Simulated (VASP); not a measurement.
# Pb (P6_3/mmc) in VASP: settings compared

Aim: see how the results for Pb move with the level of theory and the settings. Levels: PBEsol, PBE, revPBE, RPBE. Tasks: single point.

Program: VASP 6.6.1. These are calculated values, not measurements. Logs are shortened: lines on timing, memory, paths and dates and some standing lists are left out, and cuts for length are marked.

## (1) The cell of the first run

The structure is hexagonal, space group P6_3/mmc (No. 194). The conventional cell has a = 3.431 Å, b = 3.431 Å, c = 5.847 Å, α = 90.00°, β = 90.00°, γ = 120.00°. Within 4.5 Å of Pb (site symmetry -6m2) lie 12 Pb at 3.43 to 3.53 Å.

## (2) Single point, PBEsol

File INCAR:

```
SYSTEM = Pb
  PREC = Accurate
  ENCUT = 520
  EDIFF = 1E-6
  ISMEAR = -1
  SIGMA = 0.05
  LREAL = .FALSE.
  LASPH = .TRUE.
  NELM = 100
  ALGO = Normal
  ISIF = 2
  LWAVE = .FALSE.
  LCHARG = .FALSE.
  GGA = PS
  NBANDS = 21
```

File KPOINTS:

```
regular mesh
0
G
  9 9 5
  0 0 0
```

File POSCAR:

```
Pb
1.0
    3.4313605914      0.0000000000      0.0000000000
   -1.7156802957      2.9716454417      0.0000000000
    0.0000000000      0.0000000000      5.8465614345
Pb
2
Direct
    0.6666666667      0.3333333333      0.7500000000
    0.3333333333      0.6666666667      0.2500000000
```

Potentials or basis: VASP PAW PBE potentials, release 64 (Pb_d).

Started as:

```
cat potpaw_PBE.64/Pb_d/POTCAR > POTCAR
mpirun -np 1 vasp_std > vasp.out
```

OUTCAR:

```text
SYSTEM = Pb
   PREC = Accurate
   ENCUT = 520
   EDIFF = 1E-6
   ISMEAR = -1
   LREAL = .FALSE.
   LASPH = .TRUE.
   NELM = 100
   ISIF = 2
   GGA = PS

 ion  position               nearest neighbor table
   1  0.667  0.333  0.750-   2 3.53   2 3.53   2 3.53   2 3.53   2 3.53   2 3.53
   2  0.333  0.667  0.250-   1 3.53   1 3.53   1 3.53   1 3.53   1 3.53   1 3.53

  LATTYP: Found a hexagonal cell.
 ALAT       =     3.4313605914
 C/A-ratio  =     1.7038609842

  Lattice vectors:

 A1 = (   3.4313605914,   0.0000000000,   0.0000000000)
 A2 = (  -1.7156802957,   2.9716454417,   0.0000000000)
 A3 = (   0.0000000000,   0.0000000000,   5.8465614345)

Analysis of symmetry for initial positions (statically):
=====================================================================
 Subroutine PRICEL returns:
 Original cell was already a primitive cell.

 Routine SETGRP: Setting up the symmetry group for a
 hexagonal supercell.

 Subroutine GETGRP returns: Found 24 space group operations
 (whereof 12 operations were pure point group operations)
 out of a pool of 24 trial point group operations.

The static configuration has the point symmetry D_3d.
 The point group associated with its full space group is D_6h.

Analysis of symmetry for dynamics (positions and initial velocities):
=====================================================================
 Subroutine PRICEL returns:
 Original cell was already a primitive cell.

 Routine SETGRP: Setting up the symmetry group for a
 hexagonal supercell.

 Subroutine GETGRP returns: Found 24 space group operations
 (whereof 12 operations were pure point group operations)
 out of a pool of 24 trial point group operations.

The dynamic configuration has the point symmetry D_3d.
 The point group associated with its full space group is D_6h.

 Subroutine INISYM returns: Found 24 space group operations
 (whereof 12 operations are pure point group operations),
 and found     1 'primitive' translations

----------------------------------------------------------------------------------------

                                     Primitive cell

  volume of cell :      59.6161

  direct lattice vectors                    reciprocal lattice vectors
     3.431360591  0.000000000  0.000000000     0.291429587  0.168256951  0.000000000
    -1.715680296  2.971645442  0.000000000     0.000000000  0.336513901  0.000000000
     0.000000000  0.000000000  5.846561434     0.000000000  0.000000000  0.171040707

  length of vectors
     3.431360591  3.431360591  5.846561434     0.336513901  0.336513901  0.171040707

  position of ions in fractional coordinates (direct lattice)
     0.666666667  0.333333333  0.750000000
     0.333333333  0.666666667  0.250000000

  ion indices of the primitive-cell ions
   primitive index   ion index
                 1           1
                 2           2

----------------------------------------------------------------------------------------

 KPOINTS: regular mesh

Automatic generation of k-mesh.
 Grid dimensions read from file:
 generate k-points for:    9    9    5

 Generating k-lattice:

  Cartesian coordinates                     Fractional coordinates (reciprocal lattice)
     0.032381065  0.018695217  0.000000000     0.111111111  0.000000000  0.000000000
     0.000000000  0.037390433  0.000000000     0.000000000  0.111111111  0.000000000
     0.000000000  0.000000000  0.034208141     0.000000000  0.000000000  0.200000000

  Length of vectors
     0.037390433  0.037390433  0.034208141

  Shift w.r.t. Gamma in fractional coordinates (k-lattice)
     0.000000000  0.000000000  0.000000000

 Subroutine IBZKPT returns following result:
 ===========================================

 Found     36 irreducible k-points:

 Following reciprocal coordinates:
            Coordinates               Weight
  0.000000  0.000000  0.000000      1.000000
  0.111111 -0.000000  0.000000      6.000000
  0.222222  0.000000  0.000000      6.000000
  0.333333  0.000000  0.000000      6.000000
  0.444444  0.000000  0.000000      6.000000
  0.111111  0.111111  0.000000      6.000000
[... 16 lines left out ...]
  0.333333  0.222222  0.200000     24.000000
  0.333333  0.333333  0.200000      4.000000
 [... further k-points ...]
   k-points           NKPTS =     36   k-points in BZ     NKDIM =     36   number of bands    NBANDS=     21
   number of dos      NEDOS =    301   number of ions     NIONS =      2
   total plane-waves  NPLWV =  37632
   dimension x,y,z NGX =    28 NGY =   28 NGZ =   48
   dimension x,y,z NGXF=    56 NGYF=   56 NGZF=   96
   ions per type =               2
   NGX,Y,Z   is equivalent  to a cutoff of  13.57, 13.57, 13.65 a.u.
   NGXF,Y,Z  is equivalent  to a cutoff of  27.13, 27.13, 27.30 a.u.
 SYSTEM =  Pb
   PREC   = accura    normal or accurate (medium, high low for compatibility)
   ISTART =      0    job   : 0-new  1-cont  2-samecut
   ICHARG =      2    charge: 1-file 2-atom 10-const
   ISPIN  =      1    spin polarized calculation?
   LNONCOLLINEAR =      F non collinear calculations
   LSORBIT =      F    spin-orbit coupling
   LASPH  =      T    aspherical Exc in radial PAW
   ENCUT  =  520.0 eV  38.22 Ry    6.18 a.u.   6.38  6.38 10.87*2*pi/ulx,y,z
   NELM   =    100;   NELMIN=  2; NELMDL= -5     # of ELM steps
   EDIFF  = 0.1E-05   stopping-criterion for ELM
   LREAL  =      F    real-space projection
   EDIFFG = 0.1E-04   stopping-criterion for IOM
   NSW    =      0    number of steps for IOM
   IBRION =     -1    ionic relax: 0-MD 1-quasi-New 2-CG
   NFREE  =      0    steps in history (QN), initial steepest desc. (CG)
   ISIF   =      2    stress and relaxation
   ISYM   =      2    0-nonsym 1-usesym 2-fastsym
   POTIM  = 0.5000    time-step for ionic-motion
   TEBEG  =    0.0;   TEEND  =   0.0 temperature during run
   PSTRESS=    0.0 pullay stress
   NELECT =      28.0000    total number of electrons
   NUPDOWN=      -1.0000    fix difference up-down
   EMIN   =  10.00;   EMAX   =-10.00  energy-range for DOS
   EFERMI =   0.00;   METHOD = LEGACY
   ISMEAR =    -1;   SIGMA  =   0.05  broadening in eV -4-tet -1-fermi 0-gaus
   EFERMI_NEDOS =   21; number of points for ismear=-14 and -15
   IALGO  =     38    algorithm
   IMIX   =      4    mixing-type and parameters
     AMIX     =   0.40;   BMIX     =  1.00
     AMIX_MAG =   1.60;   BMIX_MAG =  1.00
  volume/ion in A,a.u.               =      29.81       201.15
  Fermi-wavevector in a.u.,A,eV,Ry     =   1.272544  2.404760 22.032850  1.619369
  Thomas-Fermi vector in A             =   2.405417
   LORBIT       =      0    0 simple, 1 ext, 2 COOP (PROOUT), +10 PAW based schemes
   GGA     = PS    functional components
   LHFCALC =     F    Hartree Fock is set to
   AEXX    =    0.0000 exact exchange contribution
   IVDW    =     0    specifies the selected vdW correction
   LEPSILON=     F    determine dielectric tensor
   LRPA    =     F    only Hartree local field effects (RPA)
 non-spin polarized calculation
  energy-cutoff  :      520.00
  volume of cell :       59.62
 maximum number of plane-waves:      1629
 NGX is ok and might be reduce to    28
   NGX = 13   NGY = 13   NGZ = 21

 number of electron      28.0000004 magnetization

 Free energy of the ion-electron system (eV)
  ---------------------------------------------------
  ext. energy  EPLUGINS =         0.00000000
  ---------------------------------------------------
  free energy    TOTEN  =        -7.97679505 eV

  energy without entropy =       -7.96512769  energy(sigma->0) =       -7.97096137

 E-fermi :   7.1774     XC(G=0): -10.4254

 val. band max:        7.1547397615   @ k =   0.3333   0.2222   0.0000
 cond. band min:       7.1974094326   @ k =   0.3333   0.3333   0.2000
 fundamental gap:      0.0426696712
 Fermi energy:         7.1774128769

 k-point     1 :       0.0000    0.0000    0.0000
  band No.  band energies     occupation
      1      -9.7589      2.00000
      2      -9.7444      2.00000
      3      -9.7144      2.00000
      4      -9.7144      2.00000
      5      -9.6954      2.00000
      6      -9.6954      2.00000
[... 13 lines left out ...]
     20      16.6805      0.00000
     21      18.4529      0.00000

 k-point     2 :       0.1111   -0.0000    0.0000
  band No.  band energies     occupation
      1      -9.7620      2.00000
      2      -9.7309      2.00000
      3      -9.7057      2.00000
      4      -9.6818      2.00000
      5      -9.6804      2.00000
      6      -9.6624      2.00000
[... 13 lines left out ...]
     20      17.7480      0.00000
     21      17.7965      0.00000

 k-point     3 :       0.2222    0.0000    0.0000
  band No.  band energies     occupation
      1      -9.8071      2.00000
      2      -9.7244      2.00000
      3      -9.6710      2.00000
      4      -9.6576      2.00000
      5      -9.6288      2.00000
      6      -9.6000      2.00000
[... 13 lines left out ...]
     20      16.5412      0.00000
     21      17.8107      0.00000

 k-point     4 :       0.3333    0.0000    0.0000
  band No.  band energies     occupation
      1      -9.8571      2.00000
      2      -9.7525      2.00000
      3      -9.7188      2.00000
      4      -9.6558      2.00000
      5      -9.6060      2.00000
      6      -9.5719      2.00000
[... 13 lines left out ...]
     20      16.1347      0.00000
     21      17.7239      0.00000

 k-point     5 :       0.4444    0.0000    0.0000
  band No.  band energies     occupation
      1      -9.8889      2.00000
      2      -9.7728      2.00000
      3      -9.7612      2.00000
      4      -9.6724      2.00000
      5      -9.6005      2.00000
      6      -9.5649      2.00000
[... 13 lines left out ...]
     20      15.7937      0.00000
     21      17.5437      0.00000

 k-point     6 :       0.1111    0.1111    0.0000
  band No.  band energies     occupation
      1      -9.7544      2.00000
      2      -9.7475      2.00000
      3      -9.6774      2.00000
      4      -9.6731      2.00000
      5      -9.6326      2.00000
      6      -9.6322      2.00000
[... 13 lines left out ...]
     20      16.9023      0.00000
     21      17.1772      0.00000

 k-point     7 :       0.2222    0.1111    0.0000
  band No.  band energies     occupation
      1      -9.7989      2.00000
      2      -9.7236      2.00000
      3      -9.6915      2.00000
      4      -9.6564      2.00000
      5      -9.6557      2.00000
      6      -9.5926      2.00000
[... 13 lines left out ...]
     20      16.1019      0.00000
     21      17.5622      0.00000
[... 291 lines left out ...]
      1      -9.8295      2.00000
      2      -9.7544      2.00000
      3      -9.7408      2.00000
      4      -9.6670      2.00000
      5      -9.6312      2.00000
      6      -9.5534      2.00000
[... 13 lines left out ...]
     20      15.7594      0.00000
     21      16.7747      0.00000

 k-point    21 :       0.4444    0.1111    0.2000
  band No.  band energies     occupation
      1      -9.8433      2.00000
      2      -9.7746      2.00000
      3      -9.7472      2.00000
      4      -9.6645      2.00000
      5      -9.6500      2.00000
      6      -9.5223      2.00000
[... 13 lines left out ...]
     20      15.5816      0.00000
     21      17.7115      0.00000

 k-point    22 :       0.2222    0.2222    0.2000
  band No.  band energies     occupation
      1      -9.7522      2.00000
      2      -9.7332      2.00000
      3      -9.7029      2.00000
      4      -9.6940      2.00000
      5      -9.6324      2.00000
      6      -9.5721      2.00000
[... 13 lines left out ...]
     20      16.4660      0.00000
     21      18.6708      0.00000

 k-point    23 :       0.3333    0.2222    0.2000
  band No.  band energies     occupation
      1      -9.7609      2.00000
      2      -9.7442      2.00000
      3      -9.6903      2.00000
      4      -9.6674      2.00000
      5      -9.6414      2.00000
      6      -9.5524      2.00000
[... 13 lines left out ...]
     20      17.5998      0.00000
     21      18.6006      0.00000

 k-point    24 :       0.3333    0.3333    0.2000
  band No.  band energies     occupation
      1      -9.7563      2.00000
      2      -9.6950      2.00000
      3      -9.6950      2.00000
      4      -9.6004      2.00000
      5      -9.6004      2.00000
      6      -9.5986      2.00000
[... 13 lines left out ...]
     20      18.9148      0.00000
     21      18.9149      0.00000

 [... further k-points ...]
[... 5 lines left out ...]
  --------------------------------------------------------------------------------------
  -------------------------------------------------------------------------------------
  Total       -0.0281442     -0.0281442     -0.0274957      0.0000000      0.0000000     -0.0000000
  in kB       -0.7563729     -0.7563729     -0.7389430      0.0000000      0.0000000     -0.0000000
  external PRESSURE =      -0.7505629 kB  Pullay stress =       0.0000000 kB

 VOLUME and BASIS-vectors are now :
 -----------------------------------------------------------------------------
  energy-cutoff  :      520.00
  volume of cell :       59.62
      direct lattice vectors                 reciprocal lattice vectors
     3.431360591  0.000000000  0.000000000     0.291429587  0.168256951  0.000000000
    -1.715680296  2.971645442  0.000000000     0.000000000  0.336513901  0.000000000
     0.000000000  0.000000000  5.846561434     0.000000000  0.000000000  0.171040707

 POSITION                                       TOTAL-FORCE (eV/Angst)
 -----------------------------------------------------------------------------------
      1.71568      0.99055      4.38492         0.000000      0.000000      0.000000
     -0.00000      1.98110      1.46164         0.000000     -0.000000      0.000000
 -----------------------------------------------------------------------------------
    total drift:                               -0.000000      0.000000      0.000000

  FREE ENERGIE OF THE ION-ELECTRON SYSTEM (eV)
  ---------------------------------------------------
  free  energy   TOTEN  =        -7.9767950523 eV

  energy  without entropy=       -7.9651276944  energy(sigma->0) =       -7.97096137
```

It took 33 s on 1 thread of Intel Xeon Platinum 8259CL at 2.50GHz (Skylake/Cascade Lake), shared host; peak memory 0.19 GiB.

Results:

```
Free energy            : -7.9768 eV
Pressure               : -0.1 GPa
Band gap on the k mesh : zero (band 14 reaches 13.44 eV, above the bottom of band 15 at 5.32 eV)
```

Levels at points of the mesh, in eV from the Fermi level:
| k point | band 10 | band 11 | band 12 | band 13 | band 14 | band 15 | band 16 | band 17 | band 18 | band 19 |
| --- | --- | --- | --- | --- | --- | --- | --- | --- | --- | --- |
| (0.00, 0.00, 0.00) | -16.62 | -11.78 | -8.42 | -4.27 | 6.26 | 6.26 | 6.96 | 7.94 | 7.94 | 9.45 |

Caveat: the PAW data sets were made with another functional, which shifts forces and pressure a little; spin-orbit coupling is left out, which moves the levels of the heavy elements.

(Continued in part 2 of 2.)
